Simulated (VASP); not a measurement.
# Al2SiO5 (Pnnm) in VASP: notebook, part 2 of 2

VASP 6.6.1. Earlier steps stand in the parts before.

### 3 Single point, LDA

Input file INCAR:

```
SYSTEM = Al2SiO5
PREC     = Accurate       ! precision mode
ENCUT    = 520            ! plane-wave cutoff, eV
EDIFF    = 1E-6           ! SCF threshold, eV
ISMEAR   = 0              ! smearing method
SIGMA    = 0.02           ! smearing width, eV
LREAL    = Auto         
LASPH    = .TRUE.         ! aspherical terms in the spheres
NELM     = 60             ! most SCF steps
ALGO     = Normal         ! electronic algorithm
ISIF     = 2              ! what is computed and relaxed
LWAVE    = .FALSE.        ! write WAVECAR
LCHARG   = .FALSE.        ! write CHGCAR
NBANDS   = 102            ! bands
```

Input file KPOINTS:

```
Automatic mesh
0
G
  4 4 4
  0 0 0
```

Input file POSCAR:

```
Al2SiO5
1.0
    7.7186970310      0.0000000000      0.0000000000
    0.0000000000      7.8401815557      0.0000000000
    0.0000000000      0.0000000000      5.5308852079
Al Si O
8 4 20
Direct
    0.0000000000      0.0000000000      0.2423935695
    0.5000000000      0.5000000000      0.2576064305
    0.0000000000      0.0000000000      0.7576064305
    0.5000000000      0.5000000000      0.7423935695
    0.8696447468      0.3617668395      0.0000000000
    0.1303552532      0.6382331605      0.0000000000
    0.3696447468      0.1382331605      0.5000000000
    0.6303552532      0.8617668395      0.5000000000
    0.2453346266      0.2500972614      0.0000000000
    0.7546653734      0.7499027386      0.0000000000
    0.7453346266      0.2499027386      0.5000000000
    0.2546653734      0.7500972614      0.5000000000
    0.0768917941      0.8621835983      0.0000000000
    0.9231082059      0.1378164017      0.0000000000
    0.5768917941      0.6378164017      0.5000000000
    0.4231082059      0.3621835983      0.5000000000
    0.0746746427      0.8613100322      0.5000000000
    0.9253253573      0.1386899678      0.5000000000
    0.5746746427      0.6386899678      0.0000000000
    0.4253253573      0.3613100322      0.0000000000
    0.1027404885      0.4005702042      0.0000000000
    0.8972595115      0.5994297958      0.0000000000
    0.6027404885      0.0994297958      0.5000000000
    0.3972595115      0.9005702042      0.5000000000
    0.2283559440      0.1314744013      0.2404040265
    0.7716440560      0.8685255987      0.2404040265
    0.7283559440      0.3685255987      0.2595959735
    0.2716440560      0.6314744013      0.2595959735
    0.7716440560      0.8685255987      0.7595959735
    0.2283559440      0.1314744013      0.7595959735
    0.2716440560      0.6314744013      0.7404040265
    0.7283559440      0.3685255987      0.7404040265
```

Potentials or basis: VASP PAW LDA potentials, release 64 (Al, Si, O).

The run is started by

```console
cat potpaw_LDA.64/Al/POTCAR potpaw_LDA.64/Si/POTCAR potpaw_LDA.64/O/POTCAR > POTCAR
mpirun -np 1 vasp_std > vasp.out
```

OUTCAR:

```text
SYSTEM = Al2SiO5
   PREC = Accurate
   ENCUT = 520
   EDIFF = 1E-6
   ISMEAR = 0
   LREAL = Auto
   LASPH = .TRUE.
   NELM = 60
   ISIF = 2

 ion  position               nearest neighbor table
   1  0.000  0.000  0.242-  13 1.82  14 1.82  17 1.88  18 1.88  25 2.04  26 2.04   3 2.68   3 2.85
                             9 3.04  10 3.04  11 3.12  12 3.12   5 3.29   6 3.29
   2  0.500  0.500  0.258-  15 1.82  16 1.82  19 1.88  20 1.88  27 2.04  28 2.04   4 2.68   4 2.85
                            12 3.04  11 3.04  10 3.12   9 3.12   8 3.29   7 3.29
   3  0.000  0.000  0.758-  13 1.82  14 1.82  17 1.88  18 1.88  29 2.04  30 2.04   1 2.68   1 2.85
                            10 3.04   9 3.04  12 3.12  11 3.12   6 3.29   5 3.29
[... 2586 lines left out ...]
  external PRESSURE =       8.0271504 kB  Pullay stress =       0.0000000 kB

 VOLUME and BASIS-vectors are now :
 -----------------------------------------------------------------------------
  energy-cutoff  :      520.00
  volume of cell :      334.71
      direct lattice vectors                 reciprocal lattice vectors
     7.718697031  0.000000000  0.000000000     0.129555545  0.000000000  0.000000000
     0.000000000  7.840181556  0.000000000     0.000000000  0.127548067  0.000000000
     0.000000000  0.000000000  5.530885208     0.000000000  0.000000000  0.180802885

 POSITION                                       TOTAL-FORCE (eV/Angst)
 -----------------------------------------------------------------------------------
      0.00000      0.00000      1.34065         0.000000     -0.000000      0.058926
      3.85935      3.92009      1.42479         0.000000     -0.000000     -0.058926
      0.00000      0.00000      4.19023         0.000000     -0.000000     -0.058926
      3.85935      3.92009      4.10609         0.000000     -0.000000      0.058926
      6.71252      2.83632      0.00000        -0.006731      0.030796      0.000000
      1.00617      5.00386      0.00000         0.006731     -0.030796      0.000000
[... 24 lines left out ...]
      2.09674      4.95087      4.09509         0.027049     -0.054438      0.047263
      5.62196      2.88931      4.09509        -0.027049      0.054438      0.047263
 -----------------------------------------------------------------------------------
    total drift:                                0.000000     -0.000000      0.000000

  FREE ENERGIE OF THE ION-ELECTRON SYSTEM (eV)
  ---------------------------------------------------
  free  energy   TOTEN  =      -270.0690155469 eV

  energy  without entropy=     -270.0690155469  energy(sigma->0) =     -270.06901555
```

OSZICAR:

```text
N       E                     dE             d eps       ncg     rms          rms(c)
DAV:   1     0.928042001133E+03    0.92804E+03   -0.84579E+04  5508   0.147E+03
DAV:   2    -0.233190826205E+03   -0.11612E+04   -0.11294E+04  6790   0.331E+02
DAV:   3    -0.302092433736E+03   -0.68902E+02   -0.68554E+02  6624   0.857E+01
DAV:   4    -0.303091817022E+03   -0.99938E+00   -0.99664E+00  6648   0.112E+01
DAV:   5    -0.303112300692E+03   -0.20484E-01   -0.20459E-01  6616   0.153E+00    0.394E+01
DAV:   6    -0.271137655898E+03    0.31975E+02   -0.13339E+02  6336   0.348E+01    0.178E+01
DAV:   7    -0.270526683359E+03    0.61097E+00   -0.38395E+00  6760   0.613E+00    0.703E+00
DAV:   8    -0.270151855035E+03    0.37483E+00   -0.24854E-01  6544   0.197E+00    0.283E+00
DAV:   9    -0.270065159339E+03    0.86696E-01   -0.86575E-02  6616   0.136E+00    0.399E-01
DAV:  10    -0.270068390755E+03   -0.32314E-02   -0.26640E-02  6376   0.606E-01    0.311E-01
DAV:  11    -0.270068156448E+03    0.23431E-03   -0.46361E-03  6552   0.275E-01    0.178E-01
DAV:  12    -0.270068929557E+03   -0.77311E-03   -0.12653E-03  6096   0.122E-01    0.354E-02
DAV:  13    -0.270069005249E+03   -0.75693E-04   -0.20411E-04  6456   0.505E-02    0.261E-02
DAV:  14    -0.270069016630E+03   -0.11381E-04   -0.24037E-05  6184   0.181E-02    0.161E-02
DAV:  15    -0.270069015420E+03    0.12097E-05   -0.23445E-05  6512   0.169E-02    0.497E-03
DAV:  16    -0.270069015547E+03   -0.12681E-06   -0.18633E-06  4216   0.652E-03
   1 F= -.27006902E+03 E0= -.27006902E+03  d E =-.189601E-25
```

stdout:

```text
POSCAR found type information on POSCAR AlSiO
 POSCAR found :  3 types and      32 ions
 scaLAPACK will be used
 LDA part: xc-table for (Slater(with rela. corr.)+CA(PZ))
 , standard interpolation
 POSCAR, INCAR and KPOINTS ok, starting setup
 FFT: planning ... GRIDC
 FFT: planning ... GRID_SOFT
 FFT: planning ... GRID
 WAVECAR not read
 entering main loop
```

It took 54 min on 1 thread of Intel Xeon 8259CL, shared host; peak memory 0.68 GiB.

What came out:

```yaml
Free_energy: -270.0690 eV
Pressure: 0.8 GPa
Largest_force: 0.077 eV/Å
Band_gap_on_the_k_mesh: 4.97 eV
```

Forces in eV/Å, atoms in the order of the input:
```
Al   0.000  0.000  0.059
Al   0.000  0.000 -0.059
Al   0.000  0.000 -0.059
Al   0.000  0.000  0.059
Al  -0.007  0.031  0.000
Al   0.007 -0.031  0.000
Al  -0.007 -0.031  0.000
Al   0.007  0.031  0.000
Si   0.006 -0.016  0.000
Si  -0.006  0.016  0.000
Si   0.006  0.016  0.000
Si  -0.006 -0.016  0.000
O    0.022 -0.023  0.000
O   -0.022  0.023  0.000
O    0.022  0.023  0.000
O   -0.022 -0.023  0.000
O   -0.055  0.019  0.000
O    0.055 -0.019  0.000
O   -0.055 -0.019  0.000
O    0.055  0.019  0.000
O   -0.040  0.049  0.000
O    0.040 -0.049  0.000
O   -0.040 -0.049  0.000
O    0.040  0.049  0.000
O   -0.027 -0.054  0.047
O    0.027  0.054  0.047
O   -0.027  0.054 -0.047
O    0.027 -0.054 -0.047
O    0.027  0.054 -0.047
O   -0.027 -0.054 -0.047
O    0.027 -0.054  0.047
O   -0.027  0.054  0.047
```

Stress tensor (GPa, compression positive):
```
0.60 0.00 0.00
0.00 0.92 0.00
0.00 0.00 0.89
```

A k mesh can miss the band edges. As with any semilocal functional, this LDA gap is likely too small.

### 4 Single point, LDA

This run uses another cell than the first one, of 10.65 Å³/atom.

Input file INCAR:

```
  ALGO = Normal
  EDIFF = 1E-6
  ENCUT = 520
  ISIF = 2
  ISMEAR = 0
  LASPH = T
  LCHARG = F
  LREAL = Auto
  LWAVE = F
  NBANDS = 102
  NELM = 100
  PREC = Accurate
  SIGMA = 0.1
```

Input file KPOINTS:

```
k-points
0
Gamma
  4 4 4
```

Input file POSCAR:

```
Al2SiO5
1.0
    7.7600000000      0.0000000000      0.0000000000
    0.0000000000      7.9000000000      0.0000000000
    0.0000000000      0.0000000000      5.5600000000
Al Si O
8 4 20
Direct
    0.0000000000      0.0000000000      0.2500000000
    0.5000000000      0.5000000000      0.2500000000
    0.0000000000      0.0000000000      0.7500000000
    0.5000000000      0.5000000000      0.7500000000
    0.8600000000      0.3600000000      0.0000000000
    0.1400000000      0.6400000000      0.0000000000
    0.3600000000      0.1400000000      0.5000000000
    0.6400000000      0.8600000000      0.5000000000
    0.2800000000      0.2500000000      0.0000000000
    0.7200000000      0.7500000000      0.0000000000
    0.7800000000      0.2500000000      0.5000000000
    0.2200000000      0.7500000000      0.5000000000
    0.0800000000      0.8600000000      0.0000000000
    0.9200000000      0.1400000000      0.0000000000
    0.5800000000      0.6400000000      0.5000000000
    0.4200000000      0.3600000000      0.5000000000
    0.0400000000      0.8300000000      0.5000000000
    0.9600000000      0.1700000000      0.5000000000
    0.5400000000      0.6700000000      0.0000000000
    0.4600000000      0.3300000000      0.0000000000
    0.1400000000      0.4000000000      0.0000000000
    0.8600000000      0.6000000000      0.0000000000
    0.6400000000      0.1000000000      0.5000000000
    0.3600000000      0.9000000000      0.5000000000
    0.2100000000      0.1400000000      0.2500000000
    0.7900000000      0.8600000000      0.2500000000
    0.7100000000      0.3600000000      0.2500000000
    0.2900000000      0.6400000000      0.2500000000
    0.7900000000      0.8600000000      0.7500000000
    0.2100000000      0.1400000000      0.7500000000
    0.2900000000      0.6400000000      0.7500000000
    0.7100000000      0.3600000000      0.7500000000
```

The run is started by

```console
cat potpaw_LDA.64/Al/POTCAR potpaw_LDA.64/Si/POTCAR potpaw_LDA.64/O/POTCAR > POTCAR
mpirun -np 1 vasp_std > vasp.out
```

Wall time 33 min (1 thread of Oxide Virtual Turin-like, shared host); peak memory 0.65 GiB.

Results (log left out):

| Quantity | Value |
| --- | --- |
| Free energy | -261.7759 eV |
| Pressure | -4.8 GPa |
| Largest force | 7.729 eV/Å |
| Band gap on the k mesh | 3.48 eV |

Forces in eV/Å, atoms in the order of the input:
```
Al   0.000  0.000 -2.611
Al   0.000  0.000  2.611
Al   0.000  0.000  2.611
Al   0.000  0.000 -2.611
Al   0.425  0.410  0.000
Al  -0.425 -0.410  0.000
Al   0.425 -0.410  0.000
Al  -0.425  0.410  0.000
Si  -7.066 -3.131  0.000
Si   7.066  3.131  0.000
Si  -7.066  3.131  0.000
Si   7.066 -3.131  0.000
O    0.120  0.270  0.000
O   -0.120 -0.270  0.000
O    0.120 -0.270  0.000
O   -0.120  0.270  0.000
O   -1.565  2.638  0.000
O    1.565 -2.638  0.000
O   -1.565 -2.638  0.000
O    1.565  2.638  0.000
O   -2.722  2.280  0.000
O    2.722 -2.280  0.000
O   -2.722 -2.280  0.000
O    2.722  2.280  0.000
O    2.285  0.064 -1.667
O   -2.285 -0.064 -1.667
O    2.285 -0.064  1.667
O   -2.285  0.064  1.667
O   -2.285 -0.064  1.667
O    2.285  0.064  1.667
O   -2.285  0.064 -1.667
O    2.285 -0.064 -1.667
```

Stress tensor (GPa, compression positive):
```
  0.71   0.00   0.00
  0.00 -11.41   0.00
  0.00   0.00  -3.84
```

Levels at points of the mesh, in eV from the valence-band top:
```
           k point  band 77  band 78  band 79  band 80  band 81  band 82  band 83  band 84
(0.00, 0.00, 0.00)    -0.08    -0.07    -0.01     0.00     3.48     5.26     6.04     6.15
(0.50, 0.00, 0.00)    -0.15    -0.15    -0.01    -0.01     4.52     4.52     6.24     6.24
(0.00, 0.50, 0.00)    -0.31    -0.31    -0.22    -0.22     4.53     4.53     5.80     5.80
(0.50, 0.50, 0.00)    -0.20    -0.20    -0.19    -0.19     5.16     5.16     5.33     5.33
(0.00, 0.00, 0.50)    -0.30    -0.30    -0.07    -0.07     5.01     5.01     6.21     6.21
(0.50, 0.00, 0.50)    -0.24    -0.24    -0.04    -0.04     5.09     5.09     6.19     6.19
(0.00, 0.50, 0.50)    -0.16    -0.16    -0.15    -0.15     5.37     5.37     5.73     5.73
(0.50, 0.50, 0.50)    -0.14    -0.14    -0.13    -0.13     5.53     5.53     5.73     5.73
```

Caveat: the cell stands under tension; forces of over 1 eV/Å act on the atoms, so gaps and moduli don't describe the material at rest.
